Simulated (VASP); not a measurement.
# Ta3N4: single point with PBE+D3(BJ)

Ta3N4:

```
Ta N
1.0
     3.10924    0.00000    0.00000
    -1.55462    2.69268    0.00000
     0.00000    0.00000    9.97641
Ta N
3 4
Direct
  0.00000 0.00000 0.00000
  0.00000 0.00000 0.28196
  0.00000 0.00000 0.71804
  0.33333 0.66667 0.86399
  0.66667 0.33333 0.13601
  0.33333 0.66667 0.36645
  0.66667 0.33333 0.63355
```

- Program: VASP 6.6.1
- Task: single point
- Functional: PBE
- Dispersion: D3(BJ)
- Potentials or basis: VASP PAW PBE potentials, release 64 (Ta_sv_GW, N)
- Cutoff: 700 eV
- k mesh: 6 × 6 × 2
- Occupations: gaussian, width 0.1 eV
- Spin: collinear spin
- Starting moments: [1.0, 1.0, 1.0, 0.0, 0.0, 0.0, 0.0] μB
- Dipole correction: no
- Further INCAR settings: ALGO = Normal; EDIFF = 1e-06; NBANDS = 42

| Quantity | Value |
| --- | --- |
| Pressure | 0.1 GPa |
| Largest force | 0.041 eV/Å |
| Net moment | 0.00 μB per cell |
| Valence electrons inside the program's atomic spheres | Ta 11.52, 11.76 (each value once); N 3.67, 3.77 (each value once) |
| Dispersion energy per atom | -0.358 eV |

Forces in eV/Å, atoms in the order of the input:
```
Ta   0.000  0.000  0.000
Ta   0.000  0.000 -0.031
Ta   0.000  0.000  0.031
N    0.000  0.000  0.013
N    0.000  0.000 -0.013
N    0.000  0.000  0.041
N    0.000  0.000 -0.041
```

Stress tensor (GPa, compression positive):
```
 0.22  0.00  0.00
 0.00  0.22  0.00
 0.00  0.00 -0.11
```

Levels at points of the mesh, in eV from the Fermi level:
Spin up:
```tsv
k point	band 26	band 27	band 28	band 29	band 30	band 31	band 32	band 33	band 34	band 35
(0.00, 0.00, 0.00)	-3.30	-2.80	-2.80	-1.32	-0.48	-0.48	0.42	0.42	1.18	1.18
(0.50, 0.00, 0.00)	-4.15	-3.74	-3.57	-2.51	0.53	1.23	2.09	2.31	2.49	2.58
(0.00, 0.00, 0.50)	-3.85	-2.82	-2.82	-0.91	-0.50	-0.50	0.48	0.48	1.13	1.13
(0.50, 0.00, 0.50)	-4.28	-3.83	-3.49	-2.58	0.69	1.03	2.16	2.20	2.47	2.60
```
Spin down:
```tsv
k point	band 28	band 29	band 30	band 31	band 32	band 33
(0.00, 0.00, 0.00)	-2.80	-1.32	-0.48	-0.48	0.42	0.42
(0.50, 0.00, 0.00)	-3.57	-2.51	0.53	1.23	2.09	2.31
(0.00, 0.00, 0.50)	-2.82	-0.91	-0.49	-0.49	0.48	0.48
(0.50, 0.00, 0.50)	-3.49	-2.58	0.69	1.03	2.16	2.20
```

Run time: 2.9 min on 1 thread of Intel(R) Xeon(R) Platinum 8488C (Sapphire Rapids), with other jobs on the host, peak memory 0.38 GiB.

Caveat: the k points lie up to 0.39 Å⁻¹ apart; spin-orbit coupling is left out, which moves the levels of the heavy elements.
